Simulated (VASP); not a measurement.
**Sc4GeSe: single point with PBE**

Crystal: Sc4GeSe.

```
Sc Ge Se
1.0
     3.84841    0.00000    0.00000
     0.00000    3.84841    0.00000
     0.00000    0.00000    6.63327
Sc Ge Se
4 1 1
Direct
  0.50000 0.00000 0.00000
  0.00000 0.50000 0.00000
  0.00000 0.00000 0.27700
  0.00000 0.00000 0.72300
  0.00000 0.00000 0.00000
  0.50000 0.50000 0.50000
```

- Program: VASP 6.6.1
- Task: single point
- Functional: PBE
- Potentials or basis: VASP PAW PBE potentials, release 64 (Sc_sv, Ge_d, Se)
- Cutoff: 520 eV
- k mesh: 4 × 4 × 4
- Occupations: gaussian, width 0.1 eV
- Spin: no spin polarisation

```json
{"Pressure": "117.4 GPa", "Largest force": "23.674 eV/Å", "Band gap on the k mesh": "zero (band 32 reaches 7.87 eV, above the bottom of band 33 at 6.55 eV)"}
```

Forces in eV/Å, atoms in the order of the input:
```
Sc    0.000   0.000   0.000
Sc    0.000   0.000   0.000
Sc    0.000   0.000  23.674
Sc    0.000   0.000 -23.674
Ge    0.000   0.000   0.000
Se    0.000   0.000   0.000
```

Stress tensor (GPa, compression positive):
```
105.71   0.00   0.00
  0.00 105.71   0.00
  0.00   0.00 140.64
```

Levels at points of the mesh, in eV from the Fermi level:
```tsv
k point	band 29	band 30	band 31	band 32	band 33	band 34	band 35	band 36
(0.00, 0.00, 0.00)	-1.17	-1.17	-0.86	-0.39	-0.06	-0.06	0.07	1.01
(0.50, 0.00, 0.00)	-1.86	-0.87	-0.62	-0.06	-0.05	0.44	0.53	0.63
(0.50, 0.50, 0.00)	-3.41	0.04	0.54	0.95	0.95	1.53	1.67	1.67
(0.00, 0.00, 0.50)	-1.43	-1.23	-1.23	-0.52	-0.26	0.01	0.01	0.06
(0.50, 0.00, 0.50)	-1.71	-1.40	-0.92	-0.60	0.06	0.22	0.66	1.58
(0.50, 0.50, 0.50)	-3.79	-1.53	0.59	0.59	0.88	1.38	1.38	1.47
```

Wall time 87 s on 1 thread of Intel(R) Xeon(R) Platinum 8259CL CPU @ 2.50GHz (Skylake/Cascade Lake) (shared host), peak memory 0.23 GiB.

Caveat: the k points lie up to 0.41 Å⁻¹ apart; forces of over 1 eV/Å act on the atoms, so gaps and moduli don't describe the material at rest.
